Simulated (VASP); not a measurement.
# TaSe2F (P4/mmm) in VASP: further runs

The runs below take TaSe2F through single point, with PBE.

Program: VASP 6.6.1. These are calculated values, not measurements. Logs are shortened: lines on timing, memory, paths and dates and some standing lists are left out, and cuts for length are marked.

## (1) The cell of the first run

Symmetry: P4/mmm, No. 123, tetragonal system. Conventional cell: a = 4.441 Å, b = 4.441 Å, c = 4.907 Å, α = 90.00°, β = 90.00°, γ = 90.00°. Ta (site symmetry 4/mmm) has 4 Se at 2.22 Å and 2 F at 2.45 Å within 2.9 Å. Within 2.9 Å of Se (site symmetry mmm) lie 2 Ta at 2.22 Å. Within 3.4 Å of F (site symmetry 4/mmm) lie 2 Ta at 2.45 Å and 8 Se at 3.31 Å.

The cell was generated, and may not be a known phase.

## (2) Single point, PBE, collinear spin

The input, INCAR:

```
SYSTEM = TaSe2F
ALGO = Normal
EDIFF = 1E-6
ENCUT = 520
GGA = PE
ISIF = 2
ISMEAR = 0
ISPIN = 2
LASPH = .TRUE.
LCHARG = .FALSE.
LMAXMIX = 4
LORBIT = 11
LREAL = .FALSE.
LWAVE = .FALSE.
MAGMOM = 1 0 0 0
NBANDS = 27
NELM = 150
PREC = Accurate
SIGMA = 0.1
```

The input, KPOINTS:

```
k-points
0
G
  4 4 4
  0 0 0
```

The input, POSCAR:

```
TaSe2F
1.0
    4.4405997500      0.0000000000      0.0000000000
    0.0000000000      4.4405997500      0.0000000000
    0.0000000000      0.0000000000      4.9066330600
Ta Se F
1 2 1
Direct
    0.5000000000      0.5000000000      0.0000000000
    0.0000000000      0.5000000000      0.0000000000
    0.5000000000      0.0000000000      0.0000000000
    0.5000000000      0.5000000000      0.5000000000
```

Potentials or basis: VASP PAW PBE potentials, release 64 (Ta_pv, Se, F).

Command:

```sh
$ cat potpaw_PBE.64/Ta_pv/POTCAR potpaw_PBE.64/Se/POTCAR potpaw_PBE.64/F/POTCAR > POTCAR
$ mpirun -np 1 vasp_std > vasp.out
```

OUTCAR:

```text
SYSTEM = TaSe2F
   EDIFF = 1E-6
   ENCUT = 520
   GGA = PE
   ISIF = 2
   ISMEAR = 0
   ISPIN = 2
   LASPH = .TRUE.
   LORBIT = 11
   LREAL = .FALSE.
   NELM = 150
   PREC = Accurate

 ion  position               nearest neighbor table
   1  0.500  0.500  0.000-   2 2.22   3 2.22   3 2.22   2 2.22   4 2.45   4 2.45
   2  0.000  0.500  0.000-   1 2.22   1 2.22
   3  0.500  0.000  0.000-   1 2.22   1 2.22
   4  0.500  0.500  0.500-   1 2.45   1 2.45

  LATTYP: Found a simple tetragonal cell.
 ALAT       =     4.4405997500
 C/A-ratio  =     1.1049482809

  Lattice vectors:

 A1 = (   4.4405997500,   0.0000000000,   0.0000000000)
 A2 = (   0.0000000000,   4.4405997500,   0.0000000000)
 A3 = (   0.0000000000,   0.0000000000,   4.9066330600)

Analysis of symmetry for initial positions (statically):
=====================================================================
 Subroutine PRICEL returns:
 Original cell was already a primitive cell.

 Routine SETGRP: Setting up the symmetry group for a
 simple tetragonal supercell.

 Subroutine GETGRP returns: Found 16 space group operations
 (whereof 16 operations were pure point group operations)
 out of a pool of 16 trial point group operations.

The static configuration has the point symmetry D_4h.

Analysis of symmetry for dynamics (positions and initial velocities):
=====================================================================
 Subroutine PRICEL returns:
 Original cell was already a primitive cell.

 Routine SETGRP: Setting up the symmetry group for a
 simple tetragonal supercell.

 Subroutine GETGRP returns: Found 16 space group operations
 (whereof 16 operations were pure point group operations)
 out of a pool of 16 trial point group operations.

The dynamic configuration has the point symmetry D_4h.

Analysis of structural, dynamic, and magnetic symmetry:
=====================================================================
 Subroutine PRICEL returns:
 Original cell was already a primitive cell.

 Routine SETGRP: Setting up the symmetry group for a
 simple tetragonal supercell.

 Subroutine GETGRP returns: Found 16 space group operations
 (whereof 16 operations were pure point group operations)
 out of a pool of 16 trial point group operations.

The overall configuration has the point symmetry D_4h.

 Subroutine INISYM returns: Found 16 space group operations
 (whereof 16 operations are pure point group operations),
 and found     1 'primitive' translations

----------------------------------------------------------------------------------------

                                     Primitive cell

  volume of cell :      96.7535

  direct lattice vectors                    reciprocal lattice vectors
     4.440599750  0.000000000  0.000000000     0.225194806  0.000000000  0.000000000
     0.000000000  4.440599750  0.000000000     0.000000000  0.225194806  0.000000000
     0.000000000  0.000000000  4.906633060     0.000000000  0.000000000  0.203805744

  length of vectors
     4.440599750  4.440599750  4.906633060     0.225194806  0.225194806  0.203805744

  position of ions in fractional coordinates (direct lattice)
     0.500000000  0.500000000  0.000000000
     0.000000000  0.500000000  0.000000000
     0.500000000  0.000000000  0.000000000
     0.500000000  0.500000000  0.500000000

  ion indices of the primitive-cell ions
   primitive index   ion index
                 1           1
                 2           2
                 3           3
                 4           4

----------------------------------------------------------------------------------------

 KPOINTS: k-points

Automatic generation of k-mesh.
 Grid dimensions read from file:
 generate k-points for:    4    4    4

 Generating k-lattice:

  Cartesian coordinates                     Fractional coordinates (reciprocal lattice)
     0.056298702  0.000000000  0.000000000     0.250000000  0.000000000  0.000000000
     0.000000000  0.056298702  0.000000000     0.000000000  0.250000000  0.000000000
     0.000000000  0.000000000  0.050951436     0.000000000  0.000000000  0.250000000

  Length of vectors
     0.056298702  0.056298702  0.050951436

  Shift w.r.t. Gamma in fractional coordinates (k-lattice)
     0.000000000  0.000000000  0.000000000

 Subroutine IBZKPT returns following result:
 ===========================================

 Found     18 irreducible k-points:

 Following reciprocal coordinates:
            Coordinates               Weight
  0.000000  0.000000  0.000000      1.000000
  0.250000  0.000000  0.000000      4.000000
  0.500000  0.000000  0.000000      2.000000
  0.250000  0.250000  0.000000      4.000000
  0.500000  0.250000  0.000000      4.000000
  0.500000  0.500000  0.000000      1.000000
[... 10 lines left out ...]
  0.500000  0.250000  0.500000      4.000000
  0.500000  0.500000  0.500000      1.000000
   k-points           NKPTS =     18   k-points in BZ     NKDIM =     18   number of bands    NBANDS=     27
   number of dos      NEDOS =    301   number of ions     NIONS =      4
   total plane-waves  NPLWV =  46656
   dimension x,y,z NGX =    36 NGY =   36 NGZ =   36
   dimension x,y,z NGXF=    72 NGYF=   72 NGZF=   72
   ions per type =               1   2   1
   NGX,Y,Z   is equivalent  to a cutoff of  13.48, 13.48, 12.20 a.u.
   NGXF,Y,Z  is equivalent  to a cutoff of  26.96, 26.96, 24.39 a.u.
 SYSTEM =  TaSe2F
   PREC   = accura    normal or accurate (medium, high low for compatibility)
   ISTART =      0    job   : 0-new  1-cont  2-samecut
   ICHARG =      2    charge: 1-file 2-atom 10-const
   ISPIN  =      2    spin polarized calculation?
   LNONCOLLINEAR =      F non collinear calculations
   LSORBIT =      F    spin-orbit coupling
   LASPH  =      T    aspherical Exc in radial PAW
   ENCUT  =  520.0 eV  38.22 Ry    6.18 a.u.   8.26  8.26  9.12*2*pi/ulx,y,z
   NELM   =    150;   NELMIN=  2; NELMDL= -5     # of ELM steps
   EDIFF  = 0.1E-05   stopping-criterion for ELM
   LREAL  =      F    real-space projection
[... 7 lines left out ...]
   TEBEG  =    0.0;   TEEND  =   0.0 temperature during run
   PSTRESS=    0.0 pullay stress
   NELECT =      30.0000    total number of electrons
   NUPDOWN=      -1.0000    fix difference up-down
   EMIN   =  10.00;   EMAX   =-10.00  energy-range for DOS
   EFERMI =   0.00;   METHOD = LEGACY
   ISMEAR =     0;   SIGMA  =   0.10  broadening in eV -4-tet -1-fermi 0-gaus
   EFERMI_NEDOS =   21; number of points for ismear=-14 and -15
   IALGO  =     38    algorithm
   IMIX   =      4    mixing-type and parameters
     AMIX     =   0.40;   BMIX     =  1.00
     AMIX_MAG =   1.60;   BMIX_MAG =  1.00
  volume/ion in A,a.u.               =      24.19       163.23
  Fermi-wavevector in a.u.,A,eV,Ry     =   1.108051  2.093912 16.704912  1.227776
  Thomas-Fermi vector in A             =   2.244573
   LORBIT       =     11    0 simple, 1 ext, 2 COOP (PROOUT), +10 PAW based schemes
   GGA     = PE    functional components
   LHFCALC =     F    Hartree Fock is set to
   AEXX    =    0.0000 exact exchange contribution
   IVDW    =     0    specifies the selected vdW correction
   LEPSILON=     F    determine dielectric tensor
   LRPA    =     F    only Hartree local field effects (RPA)
 spin polarized calculation
 Gauss-broadening in eV      SIGMA  =   0.10
  energy-cutoff  :      520.00
  volume of cell :       96.75
 maximum number of plane-waves:      2640
 NGX is ok and might be reduce to    36
   NGX = 17   NGY = 17   NGZ = 19

 number of electron      29.9999994 magnetization       0.0091931

 number of electron      29.9999994 magnetization      -0.0078069

 Free energy of the ion-electron system (eV)
  ---------------------------------------------------
  ext. energy  EPLUGINS =         0.00000000
  ---------------------------------------------------
  free energy    TOTEN  =       -21.25267827 eV

  energy without entropy =      -21.22974575  energy(sigma->0) =      -21.24121201

 E-fermi :   1.6605     XC(G=0):  -8.4865

 val. band max:        1.6583297732   @ k =   0.0000   0.0000   0.2500
 cond. band min:       1.6656876440   @ k =   0.0000   0.0000   0.2500
 fundamental gap:      0.0073578708
 Fermi energy:         1.6605206826

 spin component 1

 k-point     1 :       0.0000    0.0000    0.0000
  band No.  band energies     occupation
      1     -33.6451      1.00000
      2     -33.6451      1.00000
      3     -33.4701      1.00000
      4     -20.7234      1.00000
      5     -13.0633      1.00000
      6     -11.5111      1.00000
[... 19 lines left out ...]
     26      13.1012      0.00000
     27      13.8035      0.00000

 k-point     2 :       0.2500    0.0000    0.0000
  band No.  band energies     occupation
      1     -33.6516      1.00000
      2     -33.6438      1.00000
      3     -33.4689      1.00000
      4     -20.7217      1.00000
      5     -12.6766      1.00000
      6     -11.3265      1.00000
[... 19 lines left out ...]
     26      12.3851      0.00000
     27      13.4146      0.00000

 k-point     3 :       0.5000    0.0000    0.0000
  band No.  band energies     occupation
      1     -33.6580      1.00000
      2     -33.6425      1.00000
      3     -33.4677      1.00000
      4     -20.7197      1.00000
      5     -12.3236      1.00000
      6     -10.9449      1.00000
[... 413 lines left out ...]
  band No.  band energies     occupation
      1     -33.6565      1.00000
      2     -33.6488      1.00000
      3     -33.4745      1.00000
      4     -20.6391      1.00000
      5     -11.6875      1.00000
      6     -10.8540      1.00000
[... 19 lines left out ...]
     26      12.4726      0.00000
     27      12.8480      0.00000

 k-point    18 :       0.5000    0.5000    0.5000
  band No.  band energies     occupation
      1     -33.6552      1.00000
      2     -33.6552      1.00000
      3     -33.4733      1.00000
      4     -20.6380      1.00000
      5     -10.7888      1.00000
      6     -10.7888      1.00000
[... 19 lines left out ...]
     26      12.7422      0.00000
     27      12.7422      0.00000
 Fermi energy:         1.6605206826

 spin component 2

 k-point     1 :       0.0000    0.0000    0.0000
  band No.  band energies     occupation
      1     -33.6491      1.00000
      2     -33.6491      1.00000
      3     -33.4761      1.00000
      4     -20.7242      1.00000
      5     -13.0635      1.00000
      6     -11.5113      1.00000
[... 19 lines left out ...]
     26      13.1002      0.00000
     27      13.8023      0.00000

 k-point     2 :       0.2500    0.0000    0.0000
  band No.  band energies     occupation
      1     -33.6556      1.00000
      2     -33.6478      1.00000
      3     -33.4749      1.00000
      4     -20.7225      1.00000
      5     -12.6768      1.00000
      6     -11.3266      1.00000
[... 19 lines left out ...]
     26      12.3834      0.00000
     27      13.4117      0.00000

 k-point     3 :       0.5000    0.0000    0.0000
  band No.  band energies     occupation
      1     -33.6620      1.00000
      2     -33.6465      1.00000
      3     -33.4737      1.00000
      4     -20.7205      1.00000
      5     -12.3238      1.00000
      6     -10.9447      1.00000
[... 414 lines left out ...]
      1     -33.6605      1.00000
      2     -33.6528      1.00000
      3     -33.4805      1.00000
      4     -20.6399      1.00000
      5     -11.6876      1.00000
      6     -10.8538      1.00000
[... 19 lines left out ...]
     26      12.4721      0.00000
     27      12.8477      0.00000

 k-point    18 :       0.5000    0.5000    0.5000
  band No.  band energies     occupation
      1     -33.6592      1.00000
      2     -33.6592      1.00000
      3     -33.4793      1.00000
      4     -20.6388      1.00000
      5     -10.7886      1.00000
      6     -10.7886      1.00000
[... 19 lines left out ...]
     26      12.7420      0.00000
     27      12.7420      0.00000

------------------------ aborting loop because EDIFF is reached ----------------------------------------

  FORCE on cell =-STRESS in cart. coord.  units (eV):
  Direction    XX          YY          ZZ          XY          YZ          ZX
  --------------------------------------------------------------------------------------
  -------------------------------------------------------------------------------------
  Total       27.2822985     27.2822985     -8.6850213      0.0000000      0.0000000      0.0000000
  in kB      451.7776042    451.7776042   -143.8184590      0.0000000      0.0000000      0.0000000
  external PRESSURE =     253.2455831 kB  Pullay stress =       0.0000000 kB

 VOLUME and BASIS-vectors are now :
 -----------------------------------------------------------------------------
  energy-cutoff  :      520.00
  volume of cell :       96.75
      direct lattice vectors                 reciprocal lattice vectors
     4.440599750  0.000000000  0.000000000     0.225194806  0.000000000  0.000000000
     0.000000000  4.440599750  0.000000000     0.000000000  0.225194806  0.000000000
     0.000000000  0.000000000  4.906633060     0.000000000  0.000000000  0.203805744

 POSITION                                       TOTAL-FORCE (eV/Angst)
 -----------------------------------------------------------------------------------
      2.22030      2.22030      0.00000         0.000000      0.000000      0.000000
      0.00000      2.22030      0.00000         0.000000      0.000000      0.000000
      2.22030      0.00000      0.00000         0.000000      0.000000      0.000000
      2.22030      2.22030      2.45332         0.000000      0.000000      0.000000
 -----------------------------------------------------------------------------------
    total drift:                                0.000000      0.000000     -0.000000

  FREE ENERGIE OF THE ION-ELECTRON SYSTEM (eV)
  ---------------------------------------------------
  free  energy   TOTEN  =       -21.2526782661 eV

  energy  without entropy=      -21.2297457491  energy(sigma->0) =      -21.24121201

 total charge

# of ion       s       p       d       tot
------------------------------------------
    1        0.346   6.310   2.585   9.241
    2        1.487   2.549   0.075   4.110
    3        1.487   2.549   0.075   4.110
    4        1.733   4.284   0.000   6.017
--------------------------------------------------
tot          5.052  15.691   2.736  23.478

 magnetization (x)

# of ion       s       p       d       tot
------------------------------------------
    1       -0.000  -0.000  -0.006  -0.006
    2        0.000   0.000  -0.000   0.000
    3        0.000   0.000  -0.000   0.000
    4       -0.000  -0.000   0.000  -0.000
--------------------------------------------------
tot          0.000   0.001  -0.006  -0.006
```

Wall time 71 s (1 thread of Intel Xeon Platinum 8259CL at 2.50GHz (Skylake/Cascade Lake), shared host); peak memory 0.28 GiB.

Results:

```
Free energy                                           : -21.2527 eV
Pressure                                              : 25.3 GPa
Band gap on the k mesh                                : zero (filled and empty bands overlap)
Net moment                                            : -0.01 μB per cell
Valence electrons inside the program's atomic spheres : Ta 9.24; Se 4.11; F 6.02
```

Caveat: the stress differs along the axes, from -14 to 45 GPa; spin-orbit coupling is left out, which moves the levels of the heavy elements.

(Part 1 of 2 ends here.)

The gap in the log of VASP goes by the Fermi energy; the results here count the filled bands.